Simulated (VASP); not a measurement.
# Cs2AgBiBr6 (Fm-3m) in VASP: further runs

The runs below take Cs2AgBiBr6 through single point, with PBEsol, PBEsol+U.

Program: VASP 6.6.1. These are calculated values, not measurements. Logs are shortened: lines on timing, memory, paths and dates and some standing lists are left out, and cuts for length are marked.

### Step 1. The cell of the first run

It takes space group Fm-3m (No. 225, cubic). The conventional cell has a = 11.187 Å, b = 11.187 Å, c = 11.187 Å, α = 90.00°, β = 90.00°, γ = 90.00°. Bi (site symmetry m-3m) has 6 Br at 2.84 Å within 3.7 Å. Cs (site symmetry -43m) has 12 Br at 3.96 Å and 4 Ag at 4.84 Å and 4 Bi at 4.84 Å within 5.2 Å. Ag (site symmetry m-3m) has 6 Br at 2.75 Å within 3.6 Å. Br (site symmetry 4mm) has 1 Ag at 2.75 Å and 1 Bi at 2.84 Å within 3.6 Å.

### Step 2. Single point, PBEsol

INCAR

```
SYSTEM = Cs2AgBiBr6
ALGO = Normal
EDIFF = 1E-7
ENCUT = 520
GGA = PS
ISIF = 2
ISMEAR = -1
LASPH = .True.
LCHARG = .True.
LELF = .True.
LREAL = .False.
LVHAR = .True.
LWAVE = .False.
NBANDS = 54
NELM = 80
PREC = Accurate
SIGMA = 0.05
```

KPOINTS

```
k-points
0
Gamma
  4 4 4
  0 0 0
```

POSCAR

```
Cs2AgBiBr6
1.0
    0.0000000000      5.5936882322      5.5936882322
    5.5936882322      0.0000000000      5.5936882322
    5.5936882322      5.5936882322      0.0000000000
Bi Cs Ag Br
1 2 1 6
Direct
    0.0000000000      0.0000000000      0.0000000000
    0.7500000000      0.7500000000      0.7500000000
    0.2500000000      0.2500000000      0.2500000000
    0.5000000000      0.5000000000      0.5000000000
    0.7460856946      0.7460856946      0.2539143054
    0.2539143054      0.2539143054      0.7460856946
    0.7460856946      0.2539143054      0.2539143054
    0.7460856946      0.2539143054      0.7460856946
    0.2539143054      0.7460856946      0.7460856946
    0.2539143054      0.7460856946      0.2539143054
```

Potentials or basis: VASP PAW PBE potentials, release 64 (Bi_d, Cs_sv, Ag, Br).

Started as:

```
$ cat potpaw_PBE.64/Bi_d/POTCAR potpaw_PBE.64/Cs_sv/POTCAR potpaw_PBE.64/Ag/POTCAR potpaw_PBE.64/Br/POTCAR > POTCAR
$ mpirun -np 1 vasp_std > vasp.out
```

OUTCAR:

```text
SYSTEM = Cs2AgBiBr6
   EDIFF = 1E-7
   ENCUT = 520
   GGA = PS
   ISIF = 2
   ISMEAR = -1
   LASPH = .True.
   LREAL = .False.
   NELM = 80
   PREC = Accurate

 ion  position               nearest neighbor table
   1  0.000  0.000  0.000-   5 2.84   6 2.84   7 2.84   8 2.84   9 2.84  10 2.84
   2  0.750  0.750  0.750-
   3  0.250  0.250  0.250-
   4  0.500  0.500  0.500-   5 2.75   6 2.75   7 2.75   8 2.75   9 2.75  10 2.75
   5  0.746  0.746  0.254-   4 2.75   1 2.84
   6  0.254  0.254  0.746-   4 2.75   1 2.84
   7  0.746  0.254  0.254-   4 2.75   1 2.84
   8  0.746  0.254  0.746-   4 2.75   1 2.84
   9  0.254  0.746  0.746-   4 2.75   1 2.84
  10  0.254  0.746  0.254-   4 2.75   1 2.84

  LATTYP: Found a face centered cubic cell.
 ALAT       =    11.1873764644

  Lattice vectors:

 A1 = (   0.0000000000,   5.5936882322,   5.5936882322)
 A2 = (   5.5936882322,   0.0000000000,   5.5936882322)
 A3 = (   5.5936882322,   5.5936882322,   0.0000000000)

Analysis of symmetry for initial positions (statically):
=====================================================================
 Subroutine PRICEL returns:
 Original cell was already a primitive cell.

 Routine SETGRP: Setting up the symmetry group for a
 face centered cubic supercell.

 Subroutine GETGRP returns: Found 48 space group operations
 (whereof 48 operations were pure point group operations)
 out of a pool of 48 trial point group operations.

The static configuration has the point symmetry O_h .

Analysis of symmetry for dynamics (positions and initial velocities):
=====================================================================
 Subroutine PRICEL returns:
 Original cell was already a primitive cell.

 Routine SETGRP: Setting up the symmetry group for a
 face centered cubic supercell.

 Subroutine GETGRP returns: Found 48 space group operations
 (whereof 48 operations were pure point group operations)
 out of a pool of 48 trial point group operations.

The dynamic configuration has the point symmetry O_h .

 Subroutine INISYM returns: Found 48 space group operations
 (whereof 48 operations are pure point group operations),
 and found     1 'primitive' translations

----------------------------------------------------------------------------------------
[... 97 lines left out ...]
   NFREE  =      0    steps in history (QN), initial steepest desc. (CG)
   ISIF   =      2    stress and relaxation
   ISYM   =      2    0-nonsym 1-usesym 2-fastsym
   POTIM  = 0.5000    time-step for ionic-motion
   TEBEG  =    0.0;   TEEND  =   0.0 temperature during run
   PSTRESS=    0.0 pullay stress
   NELECT =      86.0000    total number of electrons
   NUPDOWN=      -1.0000    fix difference up-down
   EMIN   =  10.00;   EMAX   =-10.00  energy-range for DOS
   EFERMI =   0.00;   METHOD = LEGACY
   ISMEAR =    -1;   SIGMA  =   0.05  broadening in eV -4-tet -1-fermi 0-gaus
   EFERMI_NEDOS =   21; number of points for ismear=-14 and -15
   IALGO  =     38    algorithm
   IMIX   =      4    mixing-type and parameters
     AMIX     =   0.40;   BMIX     =  1.00
     AMIX_MAG =   1.60;   BMIX_MAG =  1.00
  volume/ion in A,a.u.               =      35.00       236.22
  Fermi-wavevector in a.u.,A,eV,Ry     =   1.025336  1.937603 14.303984  1.051313
  Thomas-Fermi vector in A             =   2.159170
   LORBIT       =      0    0 simple, 1 ext, 2 COOP (PROOUT), +10 PAW based schemes
   GGA     = PS    functional components
   LHFCALC =     F    Hartree Fock is set to
   AEXX    =    0.0000 exact exchange contribution
   IVDW    =     0    specifies the selected vdW correction
   LEPSILON=     F    determine dielectric tensor
   LRPA    =     F    only Hartree local field effects (RPA)
 non-spin polarized calculation
  energy-cutoff  :      520.00
  volume of cell :      350.05
 maximum number of plane-waves:      9453
 NGX is ok and might be reduce to    60
   NGX = 29   NGY = 29   NGZ = 29

 number of electron      86.0000003 magnetization

 Free energy of the ion-electron system (eV)
  ---------------------------------------------------
  ext. energy  EPLUGINS =         0.00000000
  ---------------------------------------------------
  free energy    TOTEN  =       -31.82795358 eV

  energy without entropy =      -31.82795104  energy(sigma->0) =      -31.82795231

 E-fermi :   1.9891     XC(G=0):  -8.4210

 val. band max:        1.4415097980   @ k =   0.5000   0.5000   0.0000
 cond. band min:       2.5393267245   @ k =   0.5000   0.0000   0.0000
 fundamental gap:      1.0978169265
 Fermi energy:         1.9891165922

 k-point     1 :       0.0000    0.0000    0.0000
  band No.  band energies     occupation
      1     -21.6542      2.00000
      2     -21.6542      2.00000
      3     -21.6166      2.00000
      4     -21.6166      2.00000
      5     -21.6166      2.00000
      6     -19.3376      2.00000
[... 445 lines left out ...]
     53       7.3408      0.00000
     54       7.6869      0.00000

------------------------ aborting loop because EDIFF is reached ----------------------------------------

  FORCE on cell =-STRESS in cart. coord.  units (eV):
  Direction    XX          YY          ZZ          XY          YZ          ZX
  --------------------------------------------------------------------------------------
  -------------------------------------------------------------------------------------
  Total        0.0263295      0.0263295      0.0263295      0.0000000      0.0000000     -0.0000000
  in kB        0.1205116      0.1205116      0.1205116      0.0000000      0.0000000     -0.0000000
  external PRESSURE =       0.1205116 kB  Pullay stress =       0.0000000 kB

 VOLUME and BASIS-vectors are now :
 -----------------------------------------------------------------------------
  energy-cutoff  :      520.00
  volume of cell :      350.05
      direct lattice vectors                 reciprocal lattice vectors
     0.000000000  5.593688232  5.593688232    -0.089386462  0.089386462  0.089386462
     5.593688232  0.000000000  5.593688232     0.089386462 -0.089386462  0.089386462
     5.593688232  5.593688232  0.000000000     0.089386462  0.089386462 -0.089386462

 POSITION                                       TOTAL-FORCE (eV/Angst)
 -----------------------------------------------------------------------------------
      0.00000      0.00000      0.00000        -0.000000      0.000000      0.000000
      8.39053      8.39053      8.39053        -0.000000     -0.000000      0.000000
      2.79684      2.79684      2.79684        -0.000000     -0.000000      0.000000
      5.59369      5.59369      5.59369        -0.000000      0.000000      0.000000
      5.59369      5.59369      8.34674        -0.000000      0.000000     -0.005913
      5.59369      5.59369      2.84063        -0.000000      0.000000      0.005913
      2.84063      5.59369      5.59369         0.005913      0.000000      0.000000
      5.59369      8.34674      5.59369        -0.000000     -0.005913      0.000000
      8.34674      5.59369      5.59369        -0.005913      0.000000      0.000000
      5.59369      2.84063      5.59369        -0.000000      0.005913      0.000000
 -----------------------------------------------------------------------------------
    total drift:                               -0.000000      0.000000      0.000000

  FREE ENERGIE OF THE ION-ELECTRON SYSTEM (eV)
  ---------------------------------------------------
  free  energy   TOTEN  =       -31.8279535791 eV

  energy  without entropy=      -31.8279510442  energy(sigma->0) =      -31.82795231
```

Run time: 6.4 min. Hardware: 1 thread of Oxide Virtual Turin-like, shared host; peak memory 0.55 GiB.

What came out:

```yaml
Free_energy: -31.8280 eV
Pressure: 0.0 GPa
Largest_force: 0.006 eV/Å
Band_gap_on_the_k_mesh: 1.10 eV, indirect (least direct gap 2.33 eV)
```

Forces on the atoms (eV/Å):
```
Bi   0.000  0.000  0.000
Cs   0.000  0.000  0.000
Cs   0.000  0.000  0.000
Ag   0.000  0.000  0.000
Br   0.000  0.000 -0.006
Br   0.000  0.000  0.006
Br   0.006  0.000  0.000
Br   0.000 -0.006  0.000
Br  -0.006  0.000  0.000
Br   0.000  0.006  0.000
```

Levels at points of the mesh, in eV from the valence-band top:
| k point | band 40 | band 41 | band 42 | band 43 | band 44 | band 45 | band 46 | band 47 |
| --- | --- | --- | --- | --- | --- | --- | --- | --- |
| (0.00, 0.00, 0.00) | -1.25 | -1.25 | -0.63 | -0.63 | 2.06 | 2.06 | 2.06 | 3.45 |
| (0.50, 0.00, 0.00) | -1.58 | -1.54 | -1.26 | -1.26 | 1.10 | 3.53 | 3.53 | 4.80 |
| (0.50, 0.50, 0.00) | -1.63 | -1.27 | -0.64 | 0.00 | 2.58 | 2.58 | 2.96 | 4.47 |

Caveat: the PAW data sets were made with another functional, which shifts forces and pressure a little; spin-orbit coupling is left out, which moves the levels of the heavy elements.

### Step 3. Single point, PBEsol+U

This run uses another cell than the first one, of 35.43 Å³/atom, 1.012 times its volume.

INCAR

```
PREC = Accurate
ENCUT = 520
EDIFF = 1E-6
ISMEAR = -1
SIGMA = 0.05
LREAL = F
LASPH = T
NELM = 150
ALGO = Normal
ISIF = 2
LWAVE = F
LCHARG = F
LMAXMIX = 4
LDAU = T
LDAUTYPE = 2
LDAUL = -1 -1 2 -1
LDAUU = 0 0 8 0
LDAUJ = 0 0 0 0
LDAUPRINT = 1
GGA = PS
NBANDS = 54
```

KPOINTS

```
regular mesh
0
Gamma
  4 4 4
```

POSCAR

```
Cs2AgBiBr6
1.0
    0.0000000000      5.6161000000      5.6161000000
    5.6161000000      0.0000000000      5.6161000000
    5.6161000000      5.6161000000      0.0000000000
Bi Cs Ag Br
1 2 1 6
Direct
    0.0000000000      0.0000000000      0.0000000000
    0.7500000000      0.7500000000      0.7500000000
    0.2500000000      0.2500000000      0.2500000000
    0.5000000000      0.5000000000      0.5000000000
    0.7494500000      0.7494500000      0.2505500000
    0.2505500000      0.2505500000      0.7494500000
    0.7494500000      0.2505500000      0.2505500000
    0.7494500000      0.2505500000      0.7494500000
    0.2505500000      0.7494500000      0.7494500000
    0.2505500000      0.7494500000      0.2505500000
```

Potentials or basis: VASP PAW PBE potentials, release 64 (Bi_d, Cs_sv, Ag, Br).

Started as:

```
$ cat potpaw_PBE.64/Bi_d/POTCAR potpaw_PBE.64/Cs_sv/POTCAR potpaw_PBE.64/Ag/POTCAR potpaw_PBE.64/Br/POTCAR > POTCAR
$ mpirun -np 1 vasp_std > vasp.out
```

OUTCAR:

```text
PREC = Accurate
   ENCUT = 520
   EDIFF = 1E-6
   ISMEAR = -1
   LREAL = F
   LASPH = T
   NELM = 150
   ISIF = 2
   GGA = PS

 ion  position               nearest neighbor table
   1  0.000  0.000  0.000-   5 2.81   6 2.81   7 2.81   8 2.81   9 2.81  10 2.81
   2  0.750  0.750  0.750-
   3  0.250  0.250  0.250-
   4  0.500  0.500  0.500-   5 2.80   6 2.80   7 2.80   8 2.80   9 2.80  10 2.80
   5  0.749  0.749  0.251-   4 2.80   1 2.81
   6  0.251  0.251  0.749-   4 2.80   1 2.81
[... 692 lines left out ...]
  Total       -0.2302209     -0.2302209     -0.2302209      0.0000000      0.0000000     -0.0000000
  in kB       -1.0411679     -1.0411679     -1.0411679      0.0000000      0.0000000     -0.0000000
  external PRESSURE =      -1.0411679 kB  Pullay stress =       0.0000000 kB

 VOLUME and BASIS-vectors are now :
 -----------------------------------------------------------------------------
  energy-cutoff  :      520.00
  volume of cell :      354.27
      direct lattice vectors                 reciprocal lattice vectors
     0.000000000  5.616100000  5.616100000    -0.089029754  0.089029754  0.089029754
     5.616100000  0.000000000  5.616100000     0.089029754 -0.089029754  0.089029754
     5.616100000  5.616100000  0.000000000     0.089029754  0.089029754 -0.089029754

 POSITION                                       TOTAL-FORCE (eV/Angst)
 -----------------------------------------------------------------------------------
      0.00000      0.00000      0.00000         0.000000      0.000000      0.000000
      8.42415      8.42415      8.42415         0.000000     -0.000000     -0.000000
      2.80805      2.80805      2.80805        -0.000000      0.000000      0.000000
      5.61610      5.61610      5.61610         0.000000     -0.000000     -0.000000
      5.61610      5.61610      8.41797         0.000000      0.000000     -0.270011
      5.61610      5.61610      2.81423         0.000000      0.000000      0.270011
      2.81423      5.61610      5.61610         0.270011      0.000000      0.000000
      5.61610      8.41797      5.61610         0.000000     -0.270011      0.000000
      8.41797      5.61610      5.61610        -0.270011      0.000000      0.000000
      5.61610      2.81423      5.61610         0.000000      0.270011      0.000000
 -----------------------------------------------------------------------------------
    total drift:                                0.000000      0.000000     -0.000000

  FREE ENERGIE OF THE ION-ELECTRON SYSTEM (eV)
  ---------------------------------------------------
  free  energy   TOTEN  =       -29.9782845316 eV

  energy  without entropy=      -29.9782845257  energy(sigma->0) =      -29.97828453
```

OSZICAR:

```text
N       E                     dE             d eps       ncg     rms          rms(c)
DAV:   1     0.706603275083E+03    0.70660E+03   -0.37129E+04   864   0.140E+03
DAV:   2     0.451766480824E+02   -0.66143E+03   -0.64085E+03  1050   0.300E+02
DAV:   3    -0.287318571676E+02   -0.73909E+02   -0.73550E+02  1024   0.116E+02
DAV:   4    -0.309238793490E+02   -0.21920E+01   -0.21855E+01  1042   0.243E+01
DAV:   5    -0.309945832945E+02   -0.70704E-01   -0.70669E-01  1194   0.393E+00    0.907E+00
DAV:   6    -0.300145674747E+02    0.98002E+00   -0.16073E+00  1140   0.664E+00    0.579E+00
DAV:   7    -0.299716057795E+02    0.42962E-01   -0.86034E-01  1064   0.333E+00    0.195E+00
DAV:   8    -0.299765691668E+02   -0.49634E-02   -0.11526E-01  1068   0.169E+00    0.459E-01
DAV:   9    -0.299776486670E+02   -0.10795E-02   -0.10668E-02  1144   0.542E-01    0.124E-01
DAV:  10    -0.299780877119E+02   -0.43904E-03   -0.95330E-04  1020   0.137E-01    0.687E-02
DAV:  11    -0.299782803092E+02   -0.19260E-03   -0.23881E-04  1072   0.663E-02    0.186E-02
DAV:  12    -0.299782811086E+02   -0.79937E-06   -0.27487E-05  1124   0.226E-02    0.752E-03
DAV:  13    -0.299782846902E+02   -0.35815E-05   -0.81664E-06   984   0.104E-02    0.280E-03
DAV:  14    -0.299782845316E+02    0.15855E-06   -0.65515E-07   698   0.423E-03
   1 F= -.29978285E+02 E0= -.29978285E+02  d E =-.586985E-08
```

stdout:

```text
POSCAR found type information on POSCAR BiCsAgBr
 POSCAR found :  4 types and      10 ions
 scaLAPACK will be used
 -----------------------------------------------------------------------------
|                                                                             |
|                                                                             |
|     You enforced a specific xc type in the INCAR file but a different       |
|     I HOPE YOU KNOW WHAT YOU ARE DOING!                                     |
|                                                                             |
 -----------------------------------------------------------------------------

 LDA part: xc-table for (Slater+PW92), standard interpolation
 POSCAR, INCAR and KPOINTS ok, starting setup
 FFT: planning ... GRIDC
 FFT: planning ... GRID_SOFT
 FFT: planning ... GRID
 WAVECAR not read
 entering main loop
```

It took 4.9 min on 1 thread of Oxide Virtual Turin-like, shared host; peak memory 0.56 GiB.

Results:

* Free energy: -29.9783 eV
* Pressure: -0.1 GPa
* Largest force: 0.270 eV/Å
* Band gap on the k mesh: 1.75 eV, indirect (least direct gap 2.65 eV)

Forces in eV/Å, atoms in the order of the input:
```
Bi   0.000  0.000  0.000
Cs   0.000  0.000  0.000
Cs   0.000  0.000  0.000
Ag   0.000  0.000  0.000
Br   0.000  0.000 -0.270
Br   0.000  0.000  0.270
Br   0.270  0.000  0.000
Br   0.000 -0.270  0.000
Br  -0.270  0.000  0.000
Br   0.000  0.270  0.000
```

Eigenvalues of the final occupation matrices:
| site | spin | trace | eigenvalues |
| --- | --- | --- | --- |
| site 4 d | 1 | 4.86 | 0.97 0.97 0.97 0.98 0.98 |
| site 4 d | 2 | 4.86 | 0.97 0.97 0.97 0.98 0.98 |

Caveat: the PAW data sets were made with another functional, which shifts forces and pressure a little; spin-orbit coupling is left out, which moves the levels of the heavy elements. A k mesh can miss the band edges.
